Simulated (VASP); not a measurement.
# LiMg5 (P-62m) in VASP: notebook

LiMg5 is run at these levels: LDA; tasks: single point.

Program: VASP 6.6.1. These are calculated values, not measurements. Logs are shortened: lines on timing, memory, paths and dates and some standing lists are left out, and cuts for length are marked.

**1. The cell of the first run**

Symmetry: P-62m, No. 189, hexagonal system. Conventional cell: a = 5.473 Å, b = 5.473 Å, c = 5.070 Å, α = 90.00°, β = 90.00°, γ = 120.00°. Within 4.1 Å of Li (site symmetry -62m) lie 12 Mg at 3.11 to 3.16 Å. Within 4.1 Å of Mg (site symmetry m2m) lie 2 Li at 3.11 Å and 10 Mg at 3.11 to 3.18 Å. Mg (site symmetry -6) has 9 Mg at 3.13 to 3.16 Å and 3 Li at 3.16 Å within 4.1 Å.

**2. Single point, LDA**

File INCAR:

```
  PREC = Accurate
  ENCUT = 520
  EDIFF = 1E-6
  ISMEAR = 0
  SIGMA = 0.1
  LREAL = False
  LASPH = True
  NELM = 80
  ALGO = Normal
  ISIF = 2
  LWAVE = False
  LCHARG = False
  NBANDS = 16
```

File KPOINTS:

```
regular mesh
0
Gamma
  5 5 5
```

File POSCAR:

```
LiMg5
1.0
    5.4729940000      0.0000000000      0.0000000000
   -2.7364970000      4.7397520000      0.0000000000
    0.0000000000      0.0000000000      5.0699560000
Li Mg
1 5
Direct
    0.0000000000      0.0000000000      0.5000000000
    0.0000000000      0.6714210000      0.0000000000
    0.6714210000      0.0000000000      0.0000000000
    0.3285790000      0.3285790000      0.0000000000
    0.6666666667      0.3333333333      0.5000000000
    0.3333333333      0.6666666667      0.5000000000
```

Potentials or basis: VASP PAW LDA potentials, release 64 (Li_sv, Mg).

On the command line:

```console
cat potpaw_LDA.64/Li_sv/POTCAR potpaw_LDA.64/Mg/POTCAR > POTCAR
mpirun -np 1 vasp_std > vasp.out
```

OUTCAR:

```text
PREC = Accurate
   ENCUT = 520
   EDIFF = 1E-6
   ISMEAR = 0
   LREAL = False
   LASPH = True
   NELM = 80
   ISIF = 2

 ion  position               nearest neighbor table
   1  0.000  0.000  0.500-   3 3.11   3 3.11   4 3.11   2 3.11   2 3.11   4 3.11
   2  0.000  0.671  0.000-   1 3.11   1 3.11   3 3.11   4 3.11   6 3.13   6 3.13   5 3.13   5 3.13
                             3 3.18   4 3.18   4 3.18   3 3.18
   3  0.671  0.000  0.000-   1 3.11   1 3.11   2 3.11   4 3.11   5 3.13   5 3.13   6 3.13   6 3.13
                             4 3.18   2 3.18   4 3.18   2 3.18
   4  0.329  0.329  0.000-   1 3.11   1 3.11   3 3.11   2 3.11   5 3.13   5 3.13   6 3.13   6 3.13
                             3 3.18   2 3.18   2 3.18   3 3.18
   5  0.667  0.333  0.500-   4 3.13   4 3.13   3 3.13   3 3.13   2 3.13   2 3.13   6 3.16   6 3.16
                             6 3.16
   6  0.333  0.667  0.500-   2 3.13   2 3.13   3 3.13   3 3.13   4 3.13   4 3.13   5 3.16   5 3.16
                             5 3.16

  LATTYP: Found a hexagonal cell.
 ALAT       =     5.4729940000
 C/A-ratio  =     0.9263587718

  Lattice vectors:

 A1 = (   5.4729940000,   0.0000000000,   0.0000000000)
 A2 = (  -2.7364970000,   4.7397520000,   0.0000000000)
 A3 = (   0.0000000000,   0.0000000000,   5.0699560000)

Analysis of symmetry for initial positions (statically):
=====================================================================
 Subroutine PRICEL returns:
 Original cell was already a primitive cell.

 Routine SETGRP: Setting up the symmetry group for a
 hexagonal supercell.

 Subroutine GETGRP returns: Found 12 space group operations
 (whereof 12 operations were pure point group operations)
 out of a pool of 24 trial point group operations.

The static configuration has the point symmetry D_3h.

Analysis of symmetry for dynamics (positions and initial velocities):
=====================================================================
 Subroutine PRICEL returns:
 Original cell was already a primitive cell.

 Routine SETGRP: Setting up the symmetry group for a
 hexagonal supercell.

 Subroutine GETGRP returns: Found 12 space group operations
 (whereof 12 operations were pure point group operations)
 out of a pool of 24 trial point group operations.

The dynamic configuration has the point symmetry D_3h.

 Subroutine INISYM returns: Found 12 space group operations
 (whereof 12 operations are pure point group operations),
 and found     1 'primitive' translations

----------------------------------------------------------------------------------------

                                     Primitive cell

  volume of cell :     131.5179

  direct lattice vectors                    reciprocal lattice vectors
     5.472994000  0.000000000  0.000000000     0.182715347  0.105490751  0.000000000
    -2.736497000  4.739752000  0.000000000     0.000000000  0.210981503  0.000000000
     0.000000000  0.000000000  5.069956000     0.000000000  0.000000000  0.197240371

  length of vectors
     5.472994000  5.472994140  5.069956000     0.210981508  0.210981503  0.197240371

  position of ions in fractional coordinates (direct lattice)
     0.000000000  0.000000000  0.500000000
     1.000000000  0.671421000  0.000000000
     0.671421000  0.000000000  0.000000000
     0.328579000  0.328579000  0.000000000
     0.666666667  0.333333333  0.500000000
     0.333333333  0.666666667  0.500000000

  ion indices of the primitive-cell ions
   primitive index   ion index
                 1           1
                 2           2
                 3           3
                 4           4
                 5           5
                 6           6

----------------------------------------------------------------------------------------

 KPOINTS: regular mesh

Automatic generation of k-mesh.
 Grid dimensions read from file:
 generate k-points for:    5    5    5

 Generating k-lattice:

  Cartesian coordinates                     Fractional coordinates (reciprocal lattice)
     0.036543069  0.021098150  0.000000000     0.200000000  0.000000000  0.000000000
     0.000000000  0.042196301  0.000000000     0.000000000  0.200000000  0.000000000
     0.000000000  0.000000000  0.039448074     0.000000000  0.000000000  0.200000000

  Length of vectors
     0.042196302  0.042196301  0.039448074

  Shift w.r.t. Gamma in fractional coordinates (k-lattice)
     0.000000000  0.000000000  0.000000000

 Subroutine IBZKPT returns following result:
 ===========================================

 Found     15 irreducible k-points:

 Following reciprocal coordinates:
            Coordinates               Weight
  0.000000  0.000000  0.000000      1.000000
  0.200000 -0.000000  0.000000      6.000000
  0.400000  0.000000  0.000000      6.000000
  0.200000  0.200000  0.000000      6.000000
  0.400000  0.200000  0.000000      6.000000
  0.000000  0.000000  0.200000      2.000000
  0.200000 -0.000000  0.200000     12.000000
  0.400000  0.000000  0.200000     12.000000
  0.200000  0.200000  0.200000     12.000000
  0.400000  0.200000  0.200000     12.000000
  0.000000  0.000000  0.400000      2.000000
  0.200000 -0.000000  0.400000     12.000000
  0.400000  0.000000  0.400000     12.000000
  0.200000  0.200000  0.400000     12.000000
  0.400000  0.200000  0.400000     12.000000
   k-points           NKPTS =     15   k-points in BZ     NKDIM =     15   number of bands    NBANDS=     16
   number of dos      NEDOS =    301   number of ions     NIONS =      6
   total plane-waves  NPLWV =  70560
   dimension x,y,z NGX =    42 NGY =   42 NGZ =   40
   dimension x,y,z NGXF=    84 NGYF=   84 NGZF=   80
   ions per type =               1   5
   NGX,Y,Z   is equivalent  to a cutoff of  12.76, 12.76, 13.12 a.u.
   NGXF,Y,Z  is equivalent  to a cutoff of  25.52, 25.52, 26.23 a.u.
 SYSTEM =  unknown system
   PREC   = accura    normal or accurate (medium, high low for compatibility)
   ISTART =      0    job   : 0-new  1-cont  2-samecut
   ICHARG =      2    charge: 1-file 2-atom 10-const
   ISPIN  =      1    spin polarized calculation?
   LNONCOLLINEAR =      F non collinear calculations
   LSORBIT =      F    spin-orbit coupling
   LASPH  =      T    aspherical Exc in radial PAW
   ENCUT  =  520.0 eV  38.22 Ry    6.18 a.u.  10.18 10.18  9.43*2*pi/ulx,y,z
   NELM   =     80;   NELMIN=  2; NELMDL= -5     # of ELM steps
   EDIFF  = 0.1E-05   stopping-criterion for ELM
   LREAL  =      F    real-space projection
   EDIFFG = 0.1E-04   stopping-criterion for IOM
   NSW    =      0    number of steps for IOM
   IBRION =     -1    ionic relax: 0-MD 1-quasi-New 2-CG
   NFREE  =      0    steps in history (QN), initial steepest desc. (CG)
   ISIF   =      2    stress and relaxation
   ISYM   =      2    0-nonsym 1-usesym 2-fastsym
   POTIM  = 0.5000    time-step for ionic-motion
   TEBEG  =    0.0;   TEEND  =   0.0 temperature during run
   PSTRESS=    0.0 pullay stress
   NELECT =      13.0000    total number of electrons
   NUPDOWN=      -1.0000    fix difference up-down
   EMIN   =  10.00;   EMAX   =-10.00  energy-range for DOS
   EFERMI =   0.00;   METHOD = LEGACY
   ISMEAR =     0;   SIGMA  =   0.10  broadening in eV -4-tet -1-fermi 0-gaus
   EFERMI_NEDOS =   21; number of points for ismear=-14 and -15
   IALGO  =     38    algorithm
   IMIX   =      4    mixing-type and parameters
     AMIX     =   0.40;   BMIX     =  1.00
     AMIX_MAG =   1.60;   BMIX_MAG =  1.00
  volume/ion in A,a.u.               =      21.92       147.92
  Fermi-wavevector in a.u.,A,eV,Ry     =   0.756939  1.430408  7.795553  0.572957
  Thomas-Fermi vector in A             =   1.855173
   LORBIT       =      0    0 simple, 1 ext, 2 COOP (PROOUT), +10 PAW based schemes
   GGA     = CA    functional components
   LHFCALC =     F    Hartree Fock is set to
   AEXX    =    0.0000 exact exchange contribution
   IVDW    =     0    specifies the selected vdW correction
   LEPSILON=     F    determine dielectric tensor
   LRPA    =     F    only Hartree local field effects (RPA)
 non-spin polarized calculation
 Gauss-broadening in eV      SIGMA  =   0.10
  energy-cutoff  :      520.00
  volume of cell :      131.52
 maximum number of plane-waves:      3552
 NGX is ok and might be reduce to    42
   NGX = 21   NGY = 21   NGZ = 19

 number of electron      12.9999999 magnetization

 Free energy of the ion-electron system (eV)
  ---------------------------------------------------
  ext. energy  EPLUGINS =         0.00000000
  ---------------------------------------------------
  free energy    TOTEN  =       -11.27050026 eV

  energy without entropy =      -11.25786533  energy(sigma->0) =      -11.26418279

 E-fermi :   2.3143     XC(G=0):  -8.5441

 val. band max:        2.2883633273   @ k =   0.0000   0.0000   0.2000
 cond. band min:       2.3509975375   @ k =   0.2000   0.2000   0.0000
 fundamental gap:      0.0626342101
 Fermi energy:         2.3142992318

 k-point     1 :       0.0000    0.0000    0.0000
  band No.  band energies     occupation
      1     -43.2317      2.00000
      2      -4.3319      2.00000
      3       0.9280      2.00000
      4       1.5382      2.00000
      5       1.7513      2.00000
      6       1.8744      2.00000
[... 8 lines left out ...]
     15       7.0727      0.00000
     16       7.0727      0.00000

 k-point     2 :       0.2000   -0.0000    0.0000
  band No.  band energies     occupation
      1     -43.2317      2.00000
      2      -4.0763      2.00000
      3      -0.2509      2.00000
      4       0.9580      2.00000
      5       1.0901      2.00000
      6       1.1734      2.00000
[... 8 lines left out ...]
     15       6.6010      0.00000
     16       8.2572      0.00000
[... 216 lines left out ...]
      5       0.0491      2.00000
      6       0.8346      2.00000
[... 8 lines left out ...]
     15       8.3247      0.00000
     16       8.4353      0.00000

 k-point    15 :       0.4000    0.2000    0.4000
  band No.  band energies     occupation
      1     -43.2317      2.00000
      2      -1.8378      2.00000
      3      -1.5517      2.00000
      4      -0.6869      2.00000
      5      -0.5249      2.00000
      6      -0.0587      2.00000
[... 8 lines left out ...]
     15       8.2460      0.00000
     16       9.2713      0.00000

------------------------ aborting loop because EDIFF is reached ----------------------------------------

  FORCE on cell =-STRESS in cart. coord.  units (eV):
  Direction    XX          YY          ZZ          XY          YZ          ZX
  --------------------------------------------------------------------------------------
  -------------------------------------------------------------------------------------
  Total       -1.6368452     -1.6368453     -1.0869598      0.0000000      0.0000000     -0.0000000
  in kB      -19.9403794    -19.9403807    -13.2415641      0.0000000      0.0000000     -0.0000000
  external PRESSURE =     -17.7074414 kB  Pullay stress =       0.0000000 kB

 VOLUME and BASIS-vectors are now :
 -----------------------------------------------------------------------------
  energy-cutoff  :      520.00
  volume of cell :      131.52
      direct lattice vectors                 reciprocal lattice vectors
     5.472994000  0.000000000  0.000000000     0.182715347  0.105490751  0.000000000
    -2.736497000  4.739752000  0.000000000     0.000000000  0.210981503  0.000000000
     0.000000000  0.000000000  5.069956000     0.000000000  0.000000000  0.197240371

 POSITION                                       TOTAL-FORCE (eV/Angst)
 -----------------------------------------------------------------------------------
      0.00000      0.00000      2.53498         0.000000      0.000000      0.000000
     -1.83734      3.18237      0.00000         0.036015     -0.062379     -0.000000
      3.67468      0.00000      0.00000        -0.072030      0.000000      0.000000
      0.89916      1.55738      0.00000         0.036015      0.062379      0.000000
      2.73650      1.57992      2.53498         0.000000     -0.000000      0.000000
     -0.00000      3.15983      2.53498         0.000000      0.000000      0.000000
 -----------------------------------------------------------------------------------
    total drift:                                0.000000      0.000000     -0.000000

  FREE ENERGIE OF THE ION-ELECTRON SYSTEM (eV)
  ---------------------------------------------------
  free  energy   TOTEN  =       -11.2705002553 eV

  energy  without entropy=      -11.2578653287  energy(sigma->0) =      -11.26418279
```

It took 58 s on 1 thread of AMD EPYC 7R13, shared host; peak memory 0.18 GiB.

Results:

* Free energy: -11.2705 eV
* Largest force: 0.072 eV/Å
* Band gap on the k mesh: zero (an odd number of electrons rules out a gap without spin polarisation)

Forces in eV/Å, atoms in the order of the input:
```
Li   0.000  0.000  0.000
Mg   0.036 -0.062  0.000
Mg  -0.072  0.000  0.000
Mg   0.036  0.062  0.000
Mg   0.000  0.000  0.000
Mg   0.000  0.000  0.000
```

Caveat: the cutoff is under 1.25 times the usual one of these potentials, so pressure, stress and relaxed cells hold a basis-set (Pulay) error.

[end of part 1 of 2]
